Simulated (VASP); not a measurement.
# BaF2 (I4/mmm) in VASP: single point with r2SCAN

Aim: the single point of BaF2 with r2SCAN.

All numbers are computed with VASP 6.6.1; they aren't measurements. Logs are shortened: lines on timing, memory, paths and dates and some standing lists are left out, and cuts for length are marked.

## Step 1: The cell of the first run

It takes space group I4/mmm (No. 139, tetragonal). Conventional cell: a = 4.380 Å, b = 4.380 Å, c = 6.318 Å, α = 90.00°, β = 90.00°, γ = 90.00°. Within 3.6 Å of Ba (site symmetry 4/mmm) lie 8 F at 2.70 Å. F (site symmetry -4m2) has 4 Ba at 2.70 Å and 6 F at 3.10 to 3.16 Å within 3.6 Å.

## Step 2: Single point, r2SCAN (uniaxial z strain +2.0%)

The input, POSCAR:

```
BaF2
1.0
    0.0000000000      3.0971637718      3.1591070472
    3.0971637718      0.0000000000      3.1591070472
    3.0971637718      3.0971637718      0.0000000000
Ba F
1 2
Direct
    0.0000000000      0.0000000000      0.0000000000
    0.2500000000      0.2500000000      0.2500000000
    0.7500000000      0.7500000000      0.7500000000
```

The input, INCAR.step1:

```
SYSTEM = BaF2
  ALGO = Normal
  EDIFF = 1E-5
  ENCUT = 660
  GGA = PE
  GGA_COMPAT = .False.
  ISMEAR = 0
  LASPH = .True.
  LCHARG = .False.
  LREAL = .False.
  LWAVE = .True.
  NBANDS = 19
  NELM = 120
  PREC = Accurate
  SIGMA = 0.01
```

The input, INCAR.step2:

```
SYSTEM = BaF2
  ALGO = Normal
  EDIFF = 1E-6
  ENCUT = 660
  GGA_COMPAT = .False.
  ISIF = 2
  ISMEAR = 0
  ISTART = 1
  LASPH = .True.
  LCHARG = .False.
  LMIXTAU = .True.
  LREAL = .False.
  LWAVE = .False.
  METAGGA = R2SCAN
  NBANDS = 19
  NELM = 120
  PREC = Accurate
  SIGMA = 0.01
```

The input, KPOINTS:

```
k-points
0
Gamma
  8 8 8
  0 0 0
```

Potentials or basis: VASP PAW PBE potentials, release 64 (Ba_sv, F).

Run with:

```bash
$ cat potpaw_PBE.64/Ba_sv/POTCAR potpaw_PBE.64/F/POTCAR > POTCAR
$ cp INCAR.step1 INCAR
$ mpirun -np 1 vasp_std > vasp.out
$ cp INCAR.step2 INCAR
$ mpirun -np 1 vasp_std > vasp.out
```

OUTCAR:

```text
SYSTEM = BaF2
   EDIFF = 1E-6
   ENCUT = 660
   ISIF = 2
   ISMEAR = 0
   ISTART = 1
   LASPH = .True.
   LREAL = .False.
   METAGGA = R2SCAN
   NELM = 120
   PREC = Accurate

 ion  position               nearest neighbor table
   1  0.000  0.000  0.000-   3 2.70   3 2.70   3 2.70   2 2.70   3 2.70   2 2.70   2 2.70   2 2.70

   2  0.250  0.250  0.250-   1 2.70   1 2.70   1 2.70   1 2.70
   3  0.750  0.750  0.750-   1 2.70   1 2.70   1 2.70   1 2.70

  LATTYP: Found a body centered tetragonal cell.
 ALAT       =     4.3800510110
 C/A-ratio  =     1.4424978336

  Lattice vectors:

 A1 = (  -3.0971637718,   0.0000000000,   3.1591070472)
 A2 = (   3.0971637718,   0.0000000000,   3.1591070472)
 A3 = (   0.0000000000,   3.0971637718,  -3.1591070472)

Analysis of symmetry for initial positions (statically):
=====================================================================
 Subroutine PRICEL returns:
 Original cell was already a primitive cell.

 Routine SETGRP: Setting up the symmetry group for a
 body centered tetragonal supercell.

 Subroutine GETGRP returns: Found 16 space group operations
 (whereof 16 operations were pure point group operations)
 out of a pool of 16 trial point group operations.

The static configuration has the point symmetry D_4h.

Analysis of symmetry for dynamics (positions and initial velocities):
=====================================================================
 Subroutine PRICEL returns:
 Original cell was already a primitive cell.

 Routine SETGRP: Setting up the symmetry group for a
 body centered tetragonal supercell.

 Subroutine GETGRP returns: Found 16 space group operations
 (whereof 16 operations were pure point group operations)
 out of a pool of 16 trial point group operations.

The dynamic configuration has the point symmetry D_4h.

 Subroutine INISYM returns: Found 16 space group operations
 (whereof 16 operations are pure point group operations),
 and found     1 'primitive' translations

----------------------------------------------------------------------------------------

                                     Primitive cell

  volume of cell :      60.6070

  direct lattice vectors                    reciprocal lattice vectors
     0.000000000  3.097163772  3.159107047    -0.161438024  0.161438024  0.158272573
     3.097163772  0.000000000  3.159107047     0.161438024 -0.161438024  0.158272573
     3.097163772  3.097163772  0.000000000     0.161438024  0.161438024 -0.158272573

  length of vectors
     4.424068350  4.424068350  4.380051011     0.277803309  0.277803309  0.277803309

  position of ions in fractional coordinates (direct lattice)
     0.000000000  0.000000000  0.000000000
     0.250000000  0.250000000  0.250000000
     0.750000000  0.750000000  0.750000000

  ion indices of the primitive-cell ions
   primitive index   ion index
                 1           1
                 2           2
                 3           3

----------------------------------------------------------------------------------------

 KPOINTS: k-points

Automatic generation of k-mesh.
 Grid dimensions read from file:
 generate k-points for:    8    8    8

 Generating k-lattice:

  Cartesian coordinates                     Fractional coordinates (reciprocal lattice)
    -0.020179753  0.020179753  0.019784072     0.125000000  0.000000000  0.000000000
     0.020179753 -0.020179753  0.019784072     0.000000000  0.125000000  0.000000000
     0.020179753  0.020179753 -0.019784072     0.000000000  0.000000000  0.125000000

  Length of vectors
     0.034725414  0.034725414  0.034725414

  Shift w.r.t. Gamma in fractional coordinates (k-lattice)
     0.000000000  0.000000000  0.000000000

 Subroutine IBZKPT returns following result:
 ===========================================

 Found     59 irreducible k-points:

 Following reciprocal coordinates:
            Coordinates               Weight
  0.000000  0.000000  0.000000      1.000000
  0.125000  0.000000  0.000000      8.000000
  0.250000  0.000000  0.000000      8.000000
  0.375000  0.000000  0.000000      8.000000
  0.500000  0.000000  0.000000      4.000000
  0.125000  0.125000  0.000000      2.000000
[... 16 lines left out ...]
  0.250000  0.000000  0.125000     16.000000
  0.375000  0.000000  0.125000     16.000000
 [... further k-points ...]
   k-points           NKPTS =     59   k-points in BZ     NKDIM =     59   number of bands    NBANDS=     19
   number of dos      NEDOS =    301   number of ions     NIONS =      3
   total plane-waves  NPLWV =  64000
   dimension x,y,z NGX =    40 NGY =   40 NGZ =   40
   dimension x,y,z NGXF=    80 NGYF=   80 NGZF=   80
   ions per type =               1   2
   NGX,Y,Z   is equivalent  to a cutoff of  15.03, 15.03, 15.18 a.u.
   NGXF,Y,Z  is equivalent  to a cutoff of  30.06, 30.06, 30.36 a.u.
 SYSTEM =  BaF2
   PREC   = accura    normal or accurate (medium, high low for compatibility)
   ISTART =      1    job   : 0-new  1-cont  2-samecut
   ICHARG =      0    charge: 1-file 2-atom 10-const
   ISPIN  =      1    spin polarized calculation?
   LNONCOLLINEAR =      F non collinear calculations
   LSORBIT =      F    spin-orbit coupling
   LASPH  =      T    aspherical Exc in radial PAW
   ENCUT  =  660.0 eV  48.51 Ry    6.96 a.u.   9.27  9.27  9.18*2*pi/ulx,y,z
   NELM   =    120;   NELMIN=  2; NELMDL=  0     # of ELM steps
   EDIFF  = 0.1E-05   stopping-criterion for ELM
   LREAL  =      F    real-space projection
   EDIFFG = 0.1E-04   stopping-criterion for IOM
   NSW    =      0    number of steps for IOM
   IBRION =     -1    ionic relax: 0-MD 1-quasi-New 2-CG
   NFREE  =      0    steps in history (QN), initial steepest desc. (CG)
   ISIF   =      2    stress and relaxation
   ISYM   =      2    0-nonsym 1-usesym 2-fastsym
   POTIM  = 0.5000    time-step for ionic-motion
   TEBEG  =    0.0;   TEEND  =   0.0 temperature during run
   PSTRESS=    0.0 pullay stress
   NELECT =      24.0000    total number of electrons
   NUPDOWN=      -1.0000    fix difference up-down
   EMIN   =  10.00;   EMAX   =-10.00  energy-range for DOS
   EFERMI =   0.00;   METHOD = LEGACY
   ISMEAR =     0;   SIGMA  =   0.01  broadening in eV -4-tet -1-fermi 0-gaus
   EFERMI_NEDOS =   21; number of points for ismear=-14 and -15
   IALGO  =     38    algorithm
   IMIX   =      4    mixing-type and parameters
     AMIX     =   0.40;   BMIX     =  1.00
     AMIX_MAG =   1.60;   BMIX_MAG =  1.00
  volume/ion in A,a.u.               =      20.20       136.33
  Fermi-wavevector in a.u.,A,eV,Ry     =   1.202184  2.271799 19.663777  1.445247
  Thomas-Fermi vector in A             =   2.337973
   LORBIT       =      0    0 simple, 1 ext, 2 COOP (PROOUT), +10 PAW based schemes
   METAGGA = R2SCAN    functional components
   LHFCALC =     F    Hartree Fock is set to
   AEXX    =    0.0000 exact exchange contribution
   IVDW    =     0    specifies the selected vdW correction
   LEPSILON=     F    determine dielectric tensor
   LRPA    =     F    only Hartree local field effects (RPA)
 non-spin polarized calculation
 Gauss-broadening in eV      SIGMA  =   0.01
  energy-cutoff  :      660.00
  volume of cell :       60.61
 maximum number of plane-waves:      2347
 NGX is ok and might be reduce to    40
   NGX = 19   NGY = 19   NGZ = 19

 number of electron      23.9999997 magnetization

 Free energy of the ion-electron system (eV)
  ---------------------------------------------------
  ext. energy  EPLUGINS =         0.00000000
  ---------------------------------------------------
  free energy    TOTEN  =       -45.06942946 eV

  energy without entropy =      -45.06942946  energy(sigma->0) =      -45.06942946

 E-fermi :  -2.5915     XC(G=0):  -9.1570

 val. band max:       -2.6508177651   @ k =  -0.2500   0.0000   0.2500
 cond. band min:       4.5972666448   @ k =   0.0000   0.0000   0.0000
 fundamental gap:      7.2480844099
 Fermi energy:        -2.5914837341

 k-point     1 :       0.0000    0.0000    0.0000
  band No.  band energies     occupation
      1     -26.3415      2.00000
      2     -22.7178      2.00000
      3     -22.6157      2.00000
      4     -10.7199      2.00000
      5     -10.7199      2.00000
      6     -10.7191      2.00000
[... 11 lines left out ...]
     18       9.5256      0.00000
     19      13.2635      0.00000

 k-point     2 :       0.1250    0.0000    0.0000
  band No.  band energies     occupation
      1     -26.3094      2.00000
      2     -22.7314      2.00000
      3     -22.6540      2.00000
      4     -10.7492      2.00000
      5     -10.7415      2.00000
      6     -10.7415      2.00000
[... 11 lines left out ...]
     18       9.5361      0.00000
     19      12.6965      0.00000

 k-point     3 :       0.2500    0.0000    0.0000
  band No.  band energies     occupation
      1     -26.2288      2.00000
      2     -22.7881      2.00000
      3     -22.7263      2.00000
      4     -10.8153      2.00000
      5     -10.7928      2.00000
      6     -10.7924      2.00000
[... 11 lines left out ...]
     18       9.5740      0.00000
     19      11.7182      0.00000

 k-point     4 :       0.3750    0.0000    0.0000
  band No.  band energies     occupation
      1     -26.1428      2.00000
      2     -22.8880      2.00000
      3     -22.7610      2.00000
      4     -10.8760      2.00000
      5     -10.8416      2.00000
      6     -10.8401      2.00000
[... 11 lines left out ...]
     18       9.6334      0.00000
     19      11.6488      0.00000

 k-point     5 :       0.5000    0.0000    0.0000
  band No.  band energies     occupation
      1     -26.1054      2.00000
      2     -22.9345      2.00000
      3     -22.7722      2.00000
      4     -10.8998      2.00000
      5     -10.8615      2.00000
      6     -10.8585      2.00000
[... 11 lines left out ...]
     18       9.6711      0.00000
     19      12.0772      0.00000

 k-point     6 :       0.1250    0.1250    0.0000
  band No.  band energies     occupation
      1     -26.2992      2.00000
      2     -22.7329      2.00000
      3     -22.6700      2.00000
      4     -10.7757      2.00000
      5     -10.7757      2.00000
      6     -10.6966      2.00000
[... 11 lines left out ...]
     18       9.5762      0.00000
     19      13.2702      0.00000

 k-point     7 :       0.2500    0.1250    0.0000
  band No.  band energies     occupation
      1     -26.2347      2.00000
      2     -22.7660      2.00000
      3     -22.7407      2.00000
      4     -10.8410      2.00000
      5     -10.8349      2.00000
      6     -10.7022      2.00000
[... 11 lines left out ...]
     18       9.6377      0.00000
     19      12.3419      0.00000

 k-point     8 :       0.3750    0.1250    0.0000
  band No.  band energies     occupation
      1     -26.1494      2.00000
      2     -22.8623      2.00000
      3     -22.7782      2.00000
      4     -10.9026      2.00000
      5     -10.8835      2.00000
      6     -10.7518      2.00000
[... 256 lines left out ...]
 k-point    20 :      -0.3750    0.3750    0.0000
  band No.  band energies     occupation
      1     -26.0298      2.00000
      2     -22.9654      2.00000
      3     -22.8599      2.00000
      4     -11.0314      2.00000
      5     -11.0081      2.00000
      6     -10.6839      2.00000
[... 11 lines left out ...]
     18      11.7297      0.00000
     19      12.6888      0.00000

 k-point    21 :       0.5000    0.5000    0.0000
  band No.  band energies     occupation
      1     -26.0237      2.00000
      2     -23.0152      2.00000
      3     -22.8198      2.00000
      4     -11.0770      2.00000
      5     -11.0770      2.00000
      6     -10.5507      2.00000
[... 11 lines left out ...]
     18      10.8309      0.00000
     19      12.8213      0.00000

 k-point    22 :       0.1250    0.0000    0.1250
  band No.  band energies     occupation
      1     -26.2984      2.00000
      2     -22.7355      2.00000
      3     -22.6672      2.00000
      4     -10.7819      2.00000
      5     -10.7751      2.00000
      6     -10.7035      2.00000
[... 11 lines left out ...]
     18       9.5836      0.00000
     19      13.3205      0.00000

 k-point    23 :       0.2500    0.0000    0.1250
  band No.  band energies     occupation
      1     -26.2334      2.00000
      2     -22.7689      2.00000
      3     -22.7372      2.00000
      4     -10.8487      2.00000
      5     -10.8345      2.00000
      6     -10.7157      2.00000
[... 11 lines left out ...]
     18       9.6438      0.00000
     19      12.3384      0.00000

 k-point    24 :       0.3750    0.0000    0.1250
  band No.  band energies     occupation
      1     -26.1481      2.00000
      2     -22.8606      2.00000
      3     -22.7793      2.00000
      4     -10.9049      2.00000
      5     -10.8823      2.00000
      6     -10.7710      2.00000
[... 11 lines left out ...]
     18       9.7144      0.00000
     19      11.7746      0.00000

 [... further k-points ...]
[... 5 lines left out ...]
  --------------------------------------------------------------------------------------
  -------------------------------------------------------------------------------------
  Total       -0.0079398     -0.0079398     -0.3744041      0.0000000      0.0000000     -0.0000000
  in kB       -0.2098930     -0.2098930     -9.8975675      0.0000000      0.0000000     -0.0000000
  external PRESSURE =      -3.4391178 kB  Pullay stress =       0.0000000 kB

 VOLUME and BASIS-vectors are now :
 -----------------------------------------------------------------------------
  energy-cutoff  :      660.00
  volume of cell :       60.61
      direct lattice vectors                 reciprocal lattice vectors
     0.000000000  3.097163772  3.159107047    -0.161438024  0.161438024  0.158272573
     3.097163772  0.000000000  3.159107047     0.161438024 -0.161438024  0.158272573
     3.097163772  3.097163772  0.000000000     0.161438024  0.161438024 -0.158272573

 POSITION                                       TOTAL-FORCE (eV/Angst)
 -----------------------------------------------------------------------------------
      0.00000      0.00000      0.00000         0.000000      0.000000      0.000000
      1.54858      1.54858      1.57955        -0.000000     -0.000000      0.000000
      4.64575      4.64575      4.73866         0.000000      0.000000     -0.000000
 -----------------------------------------------------------------------------------
    total drift:                                0.000000     -0.000000      0.000000

  FREE ENERGIE OF THE ION-ELECTRON SYSTEM (eV)
  ---------------------------------------------------
  free  energy   TOTEN  =       -45.0694294615 eV

  energy  without entropy=      -45.0694294615  energy(sigma->0) =      -45.06942946
```

It took 4.8 min on 1 thread of AMD EPYC 9R45 (Zen 5), shared host; peak memory 0.28 GiB.

Results:

- Free energy: -45.0694 eV
- Pressure: -0.3 GPa
- Band gap on the k mesh: 7.25 eV, indirect (least direct gap 7.31 eV)

Levels at points of the mesh, in eV from the valence-band top:
```tsv
k point	band 8	band 9	band 10	band 11	band 12	band 13	band 14	band 15	band 16	band 17
(0.00, 0.00, 0.00)	-1.44	-1.42	-0.12	-0.06	-0.06	7.25	9.74	9.92	11.99	12.18
(0.50, 0.00, 0.00)	-1.03	-0.64	-0.36	-0.18	-0.16	9.74	9.78	9.84	10.04	12.32
(0.50, 0.50, 0.00)	-0.36	-0.36	-0.32	-0.32	-0.17	7.64	9.63	11.28	12.64	12.64
(0.50, 0.00, 0.50)	-0.41	-0.35	-0.31	-0.30	-0.10	7.65	9.80	11.27	12.71	12.72
```

Caveat: the cell differs from its parent crystal (uniaxial z strain +2.0%); the PAW data sets were made with another functional, which shifts forces and pressure a little; spin-orbit coupling is left out, which moves the levels of the heavy elements.
